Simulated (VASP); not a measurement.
Input of a VASP 6.6.1 run:

INCAR

```
SYSTEM = Ca2P3
  ALGO = Normal
  EDIFF = 1E-7
  EDIFFG = -0.04
  ENCUT = 600
  GGA = PE
  IBRION = 2
  ISIF = 3
  ISMEAR = 0
  LASPH = .True.
  LCHARG = .False.
  LREAL = .False.
  LWAVE = .False.
  NELM = 80
  NSW = 90
  PREC = Accurate
  SIGMA = 0.1
```

The input KPOINTS:

```
k-points
0
Gamma
  2 2 4
  0 0 0
```

File POSCAR:

```
Ca2P3
1.0
    7.9766463559      0.0000000000      0.0000000000
    0.0000000000      7.9766463559      0.0000000000
    0.0000000000      0.0000000000      4.0073177774
Ca P
4 6
Direct
    0.3800000000      0.8800000000      0.0000000000
    0.1200000000      0.3800000000      0.0000000000
    0.6200000000      0.1200000000      0.0000000000
    0.8800000000      0.6200000000      0.0000000000
    0.0000000000      0.0000000000      0.0000000000
    0.5000000000      0.5000000000      0.0000000000
    0.1800000000      0.6800000000      0.5000000000
    0.3200000000      0.1800000000      0.5000000000
    0.8200000000      0.3200000000      0.5000000000
    0.6800000000      0.8200000000      0.5000000000
```

Potentials or basis: VASP PAW PBE potentials, release 64 (Ca_sv, P).

Run with:

```console
$ cat potpaw_PBE.64/Ca_sv/POTCAR potpaw_PBE.64/P/POTCAR > POTCAR
$ mpirun -np 1 vasp_std > vasp.out
```

Question: Estimate the relaxed cell.

Answer: a = 7.482 Å, b = 7.482 Å, c = 3.913 Å, α = 90.00°, β = 90.00°, γ = 90.00°.

Question: Predict the space group after relaxing (to 0.1 Å).

Answer: P4/mbm (No. 127).

Question: What does it give for the relaxed volume?

Answer: 21.91 Å³/atom.

Final structure:
```
Ca P
1.0
     7.48238    0.00000    0.00000
     0.00000    7.48238    0.00000
     0.00000    0.00000    3.91348
Ca P
4 6
Direct
  0.35625 0.85625 0.00000
  0.14375 0.35625 0.00000
  0.64375 0.14375 0.00000
  0.85625 0.64375 0.00000
  0.00000 0.00000 0.00000
  0.50000 0.50000 0.00000
  0.17220 0.67220 0.50000
  0.32780 0.17220 0.50000
  0.82780 0.32780 0.50000
  0.67220 0.82780 0.50000
```

Caveat: the k points lie up to 0.42 Å⁻¹ apart in the final cell, too coarse for converged energies and pressures of a metal.
